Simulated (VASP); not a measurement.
A run of VASP 6.6.1 is set up as follows.

INCAR

```
  PREC = Accurate
  ENCUT = 910
  EDIFF = 1E-6
  ISMEAR = 0
  SIGMA = 0.05
  LREAL = F
  LASPH = T
  NELM = 120
  ALGO = Normal
  ISIF = 2
  LWAVE = F
  LCHARG = F
  LDIPOL = T
  IDIPOL = 3
  DIPOL = 0.5 0.5 0.394
  GGA = PE
  IVDW = 12
  NBANDS = 50
  GGA_COMPAT = F
  NELMDL = -8
```

KPOINTS

```
Automatic mesh
0
Gamma
  7 7 1
```

The input POSCAR:

```
SnO
1.0
    3.8201528543      0.0002954551      0.0000000000
   -0.0003145191      3.8201528528      0.0000000000
    0.0000000000      0.0000000000     22.2260743460
Sn O
4 4
Direct
    0.9999452911      0.9999452911      0.2024649036
    0.4999452911      0.4999452911      0.3087831466
    0.9999452911      0.9999452911      0.4797535096
    0.4999452911      0.4999452911      0.5860717526
    0.9999461074      0.4999461074      0.2556240251
    0.4999461074      0.9999461074      0.2556240251
    0.9999461074      0.4999461074      0.5329126311
    0.4999461074      0.9999461074      0.5329126311
```

Potentials or basis: VASP PAW PBE potentials, release 64 (Sn_d, O_h).

Run with:

```console
$ cat potpaw_PBE.64/Sn_d/POTCAR potpaw_PBE.64/O_h/POTCAR > POTCAR
$ mpirun -np 1 vasp_std > vasp.out
```

Task: What does it give for the dispersion energy per atom?

Result: -0.160 eV.

Task: What does it give for the largest force?

Result: 0.193 eV/Å.

Task: What does it give for the band gap on the k mesh?

Result: 2.47 eV (least direct gap 2.52 eV).

Forces on the atoms (eV/Å):
```
Sn   0.000  0.000 -0.061
Sn   0.000  0.000  0.193
Sn   0.000  0.000 -0.193
Sn   0.000  0.000  0.061
O    0.000  0.000  0.020
O    0.000  0.000  0.020
O    0.000  0.000 -0.020
O    0.000  0.000 -0.020
```

Caveat: the cell differs from its parent crystal (layers slid over each other); spin-orbit coupling is left out, which moves the levels of the heavy elements.
